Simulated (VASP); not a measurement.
A run of VASP 6.6.1 is set up as follows.

The input INCAR:

```
SYSTEM = HC18N
ALGO = Normal
EDIFF = 1E-6
ENCUT = 520
GGA = PS
ISIF = 2
ISMEAR = -1
LASPH = .True.
LCHARG = .False.
LREAL = Auto
LWAVE = .False.
NBANDS = 55
NELM = 80
PREC = Accurate
SIGMA = 0.05
```

Contents of KPOINTS:

```
k-points
0
Gamma
  2 2 1
  0 0 0
```

File POSCAR:

```
HC18N
1.0
    7.3980000000      0.0000000000      0.0000000000
   -3.6990000000      6.4068560000      0.0000000000
    0.0000000000      0.0000000000     11.0000000000
C N H
18 1 1
Direct
    0.0106953223      0.0105655566      0.1207947273
    0.2346451340      0.1280948097      0.0937724545
    0.0094691915      0.3533171340      0.0936920909
    0.2268854075      0.4587037698      0.0912346364
    0.0062331076      0.6800980075      0.0847665455
    0.2292162603      0.7916839398      0.0855050000
    0.3412542145      0.0150456011      0.0847802727
    0.5614391680      0.1248748216      0.0847554545
    0.3400454150      0.3455239200      0.0912541818
    0.5629826522      0.4576754964      0.0864303636
    0.3390339765      0.6816372960      0.0864610909
    0.5620901509      0.7937372090      0.0908240000
    0.6685111040      0.0116615700      0.0935166364
    0.8919438001      0.1293853022      0.1207497273
    0.6730447929      0.3478614160      0.0854573636
    0.8963928853      0.4599171575      0.0847028182
    0.6750904179      0.6807293624      0.0908084545
    0.8930262768      0.7871598800      0.0935444545
    0.9575834524      0.0763196488      0.2360936364
    0.8293869161     -0.0518614746      0.2726745455
```

Potentials or basis: VASP PAW PBE potentials, release 64 (C, N, H).

The run is started by

```bash
$ cat potpaw_PBE.64/C/POTCAR potpaw_PBE.64/N/POTCAR potpaw_PBE.64/H/POTCAR > POTCAR
$ mpirun -np 1 vasp_std > vasp.out
```

(1) What does it give for the largest force?

(2) Predict the band gap on the k mesh.

## Answers

(1) 0.099 eV/Å.

(2) 0.18 eV.

Caveat: the k points lie up to 0.49 Å⁻¹ apart; the PAW data sets were made with another functional, which shifts forces and pressure a little.
